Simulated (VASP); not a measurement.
Set up this calculation in VASP 6.6.1, as the native input.

* Task: single point
* Functional: PBEsol
* Potentials or basis: VASP PAW PBE potentials, release 64 (Sn_d, O)
* Cutoff: 520 eV
* k mesh: 10 × 10 × 10
* Occupations: gaussian, width 0.05 eV
* Spin: no spin polarisation
* Dipole correction: no
* Further INCAR settings: ALGO = Normal; EDIFF = 1e-06; NBANDS = 35

The structure of SnO2 lies in POSCAR:

```
SnO2
1.0
   -2.0054999738      2.0054999738      5.1227446880
    2.0054999738     -2.0054999738      5.1227446880
    2.0054999738      2.0054999738     -5.1227446880
Sn O
2 4
Direct
    0.7500000000      0.2500000000      0.5000000000
    0.0000000000      0.0000000000      0.0000000000
    0.7813903265      0.8536914992     -0.0723011727
    0.9529187786      0.4529187786      0.5000000000
    0.2029187786      0.2029187786      0.0000000000
    0.5470812214      0.0470812214      0.5000000000
```

This cell differs from its parent crystal: atom 3 (O) moved by -0.290 Å along [0 1 0] and +0.580 Å along [0 0 1].

The input as run:

INCAR

```
SYSTEM = SnO2
  ALGO = Normal
  EDIFF = 1E-6
  ENCUT = 520
  GGA = PS
  ISIF = 2
  ISMEAR = 0
  LASPH = .True.
  LCHARG = .False.
  LREAL = .False.
  LUSENCCL = .False.
  LWAVE = .False.
  NBANDS = 35
  NELM = 80
  PREC = Accurate
  SIGMA = 0.05
```

KPOINTS

```
k-points
0
Gamma
  10 10 10
  0 0 0
```

Potentials or basis: VASP PAW PBE potentials, release 64 (Sn_d, O).

Run with:

```bash
$ cat potpaw_PBE.64/Sn_d/POTCAR potpaw_PBE.64/O/POTCAR > POTCAR
$ mpirun -np 1 vasp_std > vasp.out
```

It gave:

- Pressure: 28.9 GPa
- Largest force: 29.108 eV/Å
- Band gap on the k mesh: 0.88 eV (least direct gap 1.38 eV)

Caveat: the cell differs from its parent crystal (atom 3 (O) moved by -0.290 Å along [0 1 0] and +0.580 Å along [0 0 1]); the stress differs along the axes, from 7 to 70 GPa; the PAW data sets were made with another functional, which shifts forces and pressure a little; spin-orbit coupling is left out, which moves the levels of the heavy elements.

Wall time 12 min on 1 × NVIDIA H100 80GB with 1 thread of AMD EPYC 7R13 Processor (Zen 3) (shared host), peak memory 1.8 GiB.
